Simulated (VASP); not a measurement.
# Hf (Fm-3m) in VASP: a series of runs

Hf is run at these levels: RPBE; tasks: single point.

All numbers are computed with VASP 6.6.1; they aren't measurements. Logs are shortened: lines on timing, memory, paths and dates and some standing lists are left out, and cuts for length are marked.

## 1. The cell of the first run

Symmetry: Fm-3m, No. 225, cubic system. Conventional cell: a = 4.590 Å, b = 4.590 Å, c = 4.590 Å, α = 90.00°, β = 90.00°, γ = 90.00°. Within 4.3 Å of Hf (site symmetry m-3m) lie 12 Hf at 3.25 Å.

## 2. Single point, RPBE (volume scaled by 1.04)

INCAR

```
SYSTEM = Hf
ALGO = Normal
EDIFF = 1E-6
ENCUT = 520
GGA = RP
ISIF = 2
ISMEAR = -1
LASPH = .TRUE.
LCHARG = .FALSE.
LREAL = .FALSE.
LWAVE = .FALSE.
NBANDS = 11
NELM = 80
PREC = Accurate
SIGMA = 0.1
```

KPOINTS

```
k-points
0
G
  13 13 13
  0 0 0
```

POSCAR

```
Hf
1.0
    0.0000000000      2.2950302052      2.2950302052
    2.2950302052      0.0000000000      2.2950302052
    2.2950302052      2.2950302052      0.0000000000
Hf
1
Direct
    0.0000000000      0.0000000000      0.0000000000
```

Potentials or basis: VASP PAW PBE potentials, release 64 (Hf_pv).

Started as:

```sh
> cat potpaw_PBE.64/Hf_pv/POTCAR > POTCAR
> mpirun -np 1 vasp_std > vasp.out
```

OUTCAR:

```text
SYSTEM = Hf
   EDIFF = 1E-6
   ENCUT = 520
   GGA = RP
   ISIF = 2
   ISMEAR = -1
   LASPH = .TRUE.
   LREAL = .FALSE.
   NELM = 80
   PREC = Accurate

 ion  position               nearest neighbor table
   1  0.000  0.000  0.000-

  LATTYP: Found a face centered cubic cell.
 ALAT       =     4.5900604104

  Lattice vectors:

 A1 = (   0.0000000000,   2.2950302052,   2.2950302052)
 A2 = (   2.2950302052,   0.0000000000,   2.2950302052)
 A3 = (   2.2950302052,   2.2950302052,   0.0000000000)

Analysis of symmetry for initial positions (statically):
=====================================================================
 Subroutine PRICEL returns:
 Original cell was already a primitive cell.

 Routine SETGRP: Setting up the symmetry group for a
 face centered cubic supercell.

 Subroutine GETGRP returns: Found 48 space group operations
 (whereof 48 operations were pure point group operations)
 out of a pool of 48 trial point group operations.

The static configuration has the point symmetry O_h .

Analysis of symmetry for dynamics (positions and initial velocities):
=====================================================================
 Subroutine PRICEL returns:
 Original cell was already a primitive cell.

 Routine SETGRP: Setting up the symmetry group for a
 face centered cubic supercell.

 Subroutine GETGRP returns: Found 48 space group operations
 (whereof 48 operations were pure point group operations)
 out of a pool of 48 trial point group operations.

The dynamic configuration has the point symmetry O_h .

 Subroutine INISYM returns: Found 48 space group operations
 (whereof 48 operations are pure point group operations),
 and found     1 'primitive' translations

----------------------------------------------------------------------------------------

                                     Primitive cell

  volume of cell :      24.1766

  direct lattice vectors                    reciprocal lattice vectors
     0.000000000  2.295030205  2.295030205    -0.217862056  0.217862056  0.217862056
     2.295030205  0.000000000  2.295030205     0.217862056 -0.217862056  0.217862056
     2.295030205  2.295030205  0.000000000     0.217862056  0.217862056 -0.217862056

  length of vectors
     3.245662842  3.245662842  3.245662842     0.377348151  0.377348151  0.377348151

  position of ions in fractional coordinates (direct lattice)
     0.000000000  0.000000000  0.000000000

  ion indices of the primitive-cell ions
[... 79 lines left out ...]
   NFREE  =      0    steps in history (QN), initial steepest desc. (CG)
   ISIF   =      2    stress and relaxation
   ISYM   =      2    0-nonsym 1-usesym 2-fastsym
   POTIM  = 0.5000    time-step for ionic-motion
   TEBEG  =    0.0;   TEEND  =   0.0 temperature during run
   PSTRESS=    0.0 pullay stress
   NELECT =      10.0000    total number of electrons
   NUPDOWN=      -1.0000    fix difference up-down
   EMIN   =  10.00;   EMAX   =-10.00  energy-range for DOS
   EFERMI =   0.00;   METHOD = LEGACY
   ISMEAR =    -1;   SIGMA  =   0.10  broadening in eV -4-tet -1-fermi 0-gaus
   EFERMI_NEDOS =   21; number of points for ismear=-14 and -15
   IALGO  =     38    algorithm
   IMIX   =      4    mixing-type and parameters
     AMIX     =   0.40;   BMIX     =  1.00
     AMIX_MAG =   1.60;   BMIX_MAG =  1.00
  volume/ion in A,a.u.               =      24.18       163.15
  Fermi-wavevector in a.u.,A,eV,Ry     =   1.219766  2.305023 20.243135  1.487828
  Thomas-Fermi vector in A             =   2.355006
   LORBIT       =      0    0 simple, 1 ext, 2 COOP (PROOUT), +10 PAW based schemes
   GGA     = RP    functional components
   LHFCALC =     F    Hartree Fock is set to
   AEXX    =    0.0000 exact exchange contribution
   IVDW    =     0    specifies the selected vdW correction
   LEPSILON=     F    determine dielectric tensor
   LRPA    =     F    only Hartree local field effects (RPA)
 non-spin polarized calculation
  energy-cutoff  :      520.00
  volume of cell :       24.18
 maximum number of plane-waves:       666
   NGX = 13   NGY = 13   NGZ = 13

 number of electron      10.0000002 magnetization

 Free energy of the ion-electron system (eV)
  ---------------------------------------------------
  ext. energy  EPLUGINS =         0.00000000
  ---------------------------------------------------
  free energy    TOTEN  =        -9.44537143 eV

  energy without entropy =       -9.39344071  energy(sigma->0) =       -9.41940607

 E-fermi :   4.3203     XC(G=0): -10.8737

 val. band max:        4.3079887176   @ k =  -0.3077   0.2308   0.0000
 cond. band min:       4.3241504904   @ k =   0.2308   0.1538   0.0000
 fundamental gap:      0.0161617728
 Fermi energy:         4.3202923614

 k-point     1 :       0.0000    0.0000    0.0000
  band No.  band energies     occupation
      1     -26.0241      2.00000
      2     -26.0241      2.00000
      3     -26.0241      2.00000
      4      -2.6209      2.00000
      5       5.7044      0.00000
      6       5.7044      0.00000
      7       5.7044      0.00000
      8       8.2413      0.00000
      9       8.2413      0.00000
     10      15.3206      0.00000
     11      17.1848      0.00000
[... 309 lines left out ...]
 k-point    24 :       0.4615    0.1538    0.0000
  band No.  band energies     occupation
      1     -26.5618      2.00000
      2     -26.1753      2.00000
      3     -26.1395      2.00000
      4       1.2952      2.00000
      5       3.8403      1.98367
      6       5.0018      0.00219
      7       6.2359      0.00000
      8       9.8371      0.00000
      9      10.2023      0.00000
     10      13.0133      0.00000
     11      16.7200      0.00000

 [... further k-points ...]

------------------------ aborting loop because EDIFF is reached ----------------------------------------

  FORCE on cell =-STRESS in cart. coord.  units (eV):
  Direction    XX          YY          ZZ          XY          YZ          ZX
  --------------------------------------------------------------------------------------
  -------------------------------------------------------------------------------------
  Total       -0.6064681     -0.6064681     -0.6064681     -0.0000000      0.0000000      0.0000000
  in kB      -40.1904935    -40.1904935    -40.1904935     -0.0000000      0.0000000      0.0000000
  external PRESSURE =     -40.1904935 kB  Pullay stress =       0.0000000 kB

 VOLUME and BASIS-vectors are now :
 -----------------------------------------------------------------------------
  energy-cutoff  :      520.00
  volume of cell :       24.18
      direct lattice vectors                 reciprocal lattice vectors
     0.000000000  2.295030205  2.295030205    -0.217862056  0.217862056  0.217862056
     2.295030205  0.000000000  2.295030205     0.217862056 -0.217862056  0.217862056
     2.295030205  2.295030205  0.000000000     0.217862056  0.217862056 -0.217862056

 POSITION                                       TOTAL-FORCE (eV/Angst)
 -----------------------------------------------------------------------------------
      0.00000      0.00000      0.00000         0.000000      0.000000     -0.000000
 -----------------------------------------------------------------------------------
    total drift:                               -0.000000      0.000000     -0.000000

  FREE ENERGIE OF THE ION-ELECTRON SYSTEM (eV)
  ---------------------------------------------------
  free  energy   TOTEN  =        -9.4453714343 eV

  energy  without entropy=       -9.3934407071  energy(sigma->0) =       -9.41940607
```

OSZICAR:

```text
N       E                     dE             d eps       ncg     rms          rms(c)
DAV:   1     0.124944603092E+02    0.12494E+02   -0.56392E+03  1848   0.823E+02
DAV:   2    -0.936291209286E+01   -0.21857E+02   -0.21199E+02  2339   0.151E+02
DAV:   3    -0.979952968746E+01   -0.43662E+00   -0.43164E+00  2362   0.147E+01
DAV:   4    -0.980132157687E+01   -0.17919E-02   -0.17915E-02  2087   0.111E+00
DAV:   5    -0.980133336620E+01   -0.11789E-04   -0.11789E-04  2349   0.815E-02    0.436E+01
DAV:   6    -0.953577521807E+01    0.26556E+00   -0.23748E-01  1998   0.368E+00    0.261E+01
DAV:   7    -0.945141844664E+01    0.84357E-01   -0.37797E-01  2088   0.452E+00    0.125E+00
DAV:   8    -0.944538162909E+01    0.60368E-02   -0.29548E-02  2070   0.126E+00    0.434E-01
DAV:   9    -0.944536699494E+01    0.14634E-04   -0.46520E-04  2259   0.198E-01    0.660E-02
DAV:  10    -0.944537158922E+01   -0.45943E-05   -0.52428E-05  2162   0.579E-02    0.729E-02
DAV:  11    -0.944537143432E+01    0.15490E-06   -0.48559E-06  2151   0.165E-02
   1 F= -.94453714E+01 E0= -.94194061E+01  d E =-.519307E-01
```

stdout:

```text
POSCAR found type information on POSCAR Hf
 POSCAR found :  1 types and       1 ions
 scaLAPACK will be used
 -----------------------------------------------------------------------------
|                                                                             |
|                                                                             |
|     You enforced a specific xc type in the INCAR file but a different       |
|     I HOPE YOU KNOW WHAT YOU ARE DOING!                                     |
|                                                                             |
 -----------------------------------------------------------------------------

 LDA part: xc-table for (Slater+PW92), standard interpolation
 POSCAR, INCAR and KPOINTS ok, starting setup
 FFT: planning ... GRIDC
 FFT: planning ... GRID_SOFT
 FFT: planning ... GRID
 WAVECAR not read
 entering main loop
```

Run time: 5.9 s. Hardware: 1 thread of Intel Xeon 6975P-C, shared host; peak memory 0.15 GiB.

What came out:

```yaml
Free_energy: -9.4454 eV
Pressure: -4.0 GPa
Band_gap_on_the_k_mesh: zero (band 5 reaches 5.70 eV, above the bottom of band 6 at 3.82 eV)
```

Caveat: the PAW data sets were made with another functional, which shifts forces and pressure a little; spin-orbit coupling is left out, which moves the levels of the heavy elements.

## 3. Single point, RPBE (volume scaled by 1.08)

INCAR

```
PREC = Accurate ; ENCUT = 520
EDIFF = 1E-7 ; ISMEAR = -1
SIGMA = 0.1 ; LREAL = F
LASPH = T ; NELM = 100
ALGO = Normal ; ISIF = 2
LWAVE = F ; LCHARG = T
GGA = RP ; LELF = T
LVHAR = T ; NBANDS = 11
```

KPOINTS

```
regular mesh
0
Gamma
  13 13 13
```

POSCAR

```
Hf
1.0
    0.0000000000      2.3240843048      2.3240843048
    2.3240843048      0.0000000000      2.3240843048
    2.3240843048      2.3240843048      0.0000000000
Hf
1
Direct
    0.0000000000      0.0000000000      0.0000000000
```

Potentials or basis: VASP PAW PBE potentials, release 64 (Hf_pv).

Started as:

```sh
> cat potpaw_PBE.64/Hf_pv/POTCAR > POTCAR
> mpirun -np 1 vasp_std > vasp.out
```

OUTCAR:

```text
PREC = Accurate
   ENCUT = 520
   EDIFF = 1E-7
   ISMEAR = -1
   LREAL = F
   LASPH = T
   NELM = 100
   ISIF = 2
   GGA = RP

 ion  position               nearest neighbor table
   1  0.000  0.000  0.000-

  LATTYP: Found a face centered cubic cell.
 ALAT       =     4.6481686096

  Lattice vectors:

 A1 = (   0.0000000000,   2.3240843048,   2.3240843048)
 A2 = (   2.3240843048,   0.0000000000,   2.3240843048)
 A3 = (   2.3240843048,   2.3240843048,   0.0000000000)

Analysis of symmetry for initial positions (statically):
=====================================================================
 Subroutine PRICEL returns:
 Original cell was already a primitive cell.

 Routine SETGRP: Setting up the symmetry group for a
 face centered cubic supercell.

 Subroutine GETGRP returns: Found 48 space group operations
 (whereof 48 operations were pure point group operations)
 out of a pool of 48 trial point group operations.

The static configuration has the point symmetry O_h .

Analysis of symmetry for dynamics (positions and initial velocities):
=====================================================================
 Subroutine PRICEL returns:
[... 164 lines left out ...]
      2     -26.4101      2.00000
      3     -26.4101      2.00000
      4      -2.7314      2.00000
      5       5.4345      0.00000
      6       5.4345      0.00000
      7       5.4345      0.00000
      8       7.8490      0.00000
      9       7.8490      0.00000
     10      14.9520      0.00000
     11      16.8017      0.00000
[... 309 lines left out ...]
 k-point    24 :       0.4615    0.1538    0.0000
  band No.  band energies     occupation
      1     -26.8800      2.00000
      2     -26.5427      2.00000
      3     -26.5117      2.00000
      4       1.1110      2.00000
      5       3.5985      1.98357
      6       4.7585      0.00221
      7       5.9453      0.00000
      8       9.3677      0.00000
      9       9.7059      0.00000
     10      12.3667      0.00000
     11      16.2437      0.00000

 [... further k-points ...]

------------------------ aborting loop because EDIFF is reached ----------------------------------------

  FORCE on cell =-STRESS in cart. coord.  units (eV):
  Direction    XX          YY          ZZ          XY          YZ          ZX
  --------------------------------------------------------------------------------------
  -------------------------------------------------------------------------------------
  Total       -1.0987290     -1.0987290     -1.0987290     -0.0000000      0.0000000     -0.0000000
  in kB      -70.1157409    -70.1157409    -70.1157409     -0.0000000      0.0000000     -0.0000000
  external PRESSURE =     -70.1157409 kB  Pullay stress =       0.0000000 kB

 VOLUME and BASIS-vectors are now :
 -----------------------------------------------------------------------------
  energy-cutoff  :      520.00
  volume of cell :       25.11
      direct lattice vectors                 reciprocal lattice vectors
     0.000000000  2.324084305  2.324084305    -0.215138495  0.215138495  0.215138495
     2.324084305  0.000000000  2.324084305     0.215138495 -0.215138495  0.215138495
     2.324084305  2.324084305  0.000000000     0.215138495  0.215138495 -0.215138495

 POSITION                                       TOTAL-FORCE (eV/Angst)
 -----------------------------------------------------------------------------------
      0.00000      0.00000      0.00000         0.000000      0.000000      0.000000
 -----------------------------------------------------------------------------------
    total drift:                               -0.000000      0.000000     -0.000000

  FREE ENERGIE OF THE ION-ELECTRON SYSTEM (eV)
  ---------------------------------------------------
  free  energy   TOTEN  =        -9.4132560373 eV

  energy  without entropy=       -9.3597136467  energy(sigma->0) =       -9.38648484
```

OSZICAR:

```text
N       E                     dE             d eps       ncg     rms          rms(c)
DAV:   1     0.139598012930E+02    0.13960E+02   -0.56509E+03  1848   0.823E+02
DAV:   2    -0.927719255879E+01   -0.23237E+02   -0.22630E+02  2436   0.155E+02
DAV:   3    -0.979245976405E+01   -0.51527E+00   -0.50927E+00  2360   0.157E+01
DAV:   4    -0.979484021728E+01   -0.23805E-02   -0.23800E-02  2071   0.128E+00
DAV:   5    -0.979485784169E+01   -0.17624E-04   -0.17624E-04  2349   0.961E-02    0.424E+01
DAV:   6    -0.950987795501E+01    0.28498E+00   -0.25749E-01  1971   0.379E+00    0.255E+01
DAV:   7    -0.942032444627E+01    0.89554E-01   -0.41086E-01  2076   0.467E+00    0.126E+00
DAV:   8    -0.941330014669E+01    0.70243E-02   -0.34365E-02  2088   0.136E+00    0.621E-01
DAV:   9    -0.941325119016E+01    0.48957E-04   -0.58663E-04  2263   0.225E-01    0.683E-02
DAV:  10    -0.941325579555E+01   -0.46054E-05   -0.62761E-05  2165   0.624E-02    0.822E-02
DAV:  11    -0.941325606332E+01   -0.26777E-06   -0.51017E-06  2180   0.169E-02    0.229E-03
DAV:  12    -0.941325603731E+01    0.26007E-07   -0.99092E-08  1780   0.273E-03
   1 F= -.94132560E+01 E0= -.93864848E+01  d E =-.535424E-01
```

Wall time 6.3 s (1 thread of Intel Xeon 6975P-C, shared host); peak memory 0.15 GiB.

Results:

- Free energy: -9.4133 eV
- Pressure: -7.0 GPa
- Band gap on the k mesh: zero (band 5 reaches 5.43 eV, above the bottom of band 6 at 3.60 eV)

Levels at points of the mesh, in eV from the Fermi level:
```tsv
k point	band 2	band 3	band 4	band 5	band 6	band 7	band 8	band 9
(0.00, 0.00, 0.00)	-30.49	-30.49	-6.81	1.36	1.36	1.36	3.77	3.77
```

Caveat: the PAW data sets were made with another functional, which shifts forces and pressure a little; spin-orbit coupling is left out, which moves the levels of the heavy elements.
